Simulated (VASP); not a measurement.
Write the native input for VASP 6.6.1 that does the following.

```yaml
Task: single point
Functional: PBEsol
Potentials_or_basis: VASP PAW PBE potentials, release 64 (Os)
Cutoff: 520 eV
k_mesh: 15 × 15 × 8
Occupations: gaussian, width 0.1 eV
Spin: no spin polarisation
Dipole_correction: no
Further_INCAR_settings: ALGO = Fast; EDIFF = 1e-06; NBANDS = 15
```

The structure of Os lies in POSCAR:

```
Os
1.0
    2.6895239996      0.0000000000      0.0000000000
   -1.3447619998      2.3291961078      0.0000000000
    0.0000000000      0.0000000000      4.3453511174
Os
2
Direct
    0.3333333333      0.6666666667      0.2500000000
    0.6666666667      0.3333333333      0.7500000000
```

These files were run (other wordings do the same):

INCAR

```
PREC = Accurate
ENCUT = 520
EDIFF = 1E-6
ISMEAR = 0
SIGMA = 0.1
LREAL = F
LASPH = T
NELM = 80
ALGO = Fast
ISIF = 2
LWAVE = F
LCHARG = T
GGA = PS
LELF = T
LVHAR = T
NBANDS = 15
```

KPOINTS

```
regular mesh
0
Gamma
  15 15 8
```

Potentials or basis: VASP PAW PBE potentials, release 64 (Os).

Command:

```console
$ cat potpaw_PBE.64/Os/POTCAR > POTCAR
$ mpirun -np 1 vasp_std > vasp.out
```

It gave:

```
Pressure               : 9.8 GPa
Band gap on the k mesh : zero (band 8 reaches 12.06 eV, above the bottom of band 9 at 7.89 eV)
```

Caveat: the PAW data sets were made with another functional, which shifts forces and pressure a little; spin-orbit coupling is left out, which moves the levels of the heavy elements.

It took 36 s on 1 thread of AMD EPYC 7R13 Processor (Zen 3), on a shared host, peak memory 0.14 GiB.
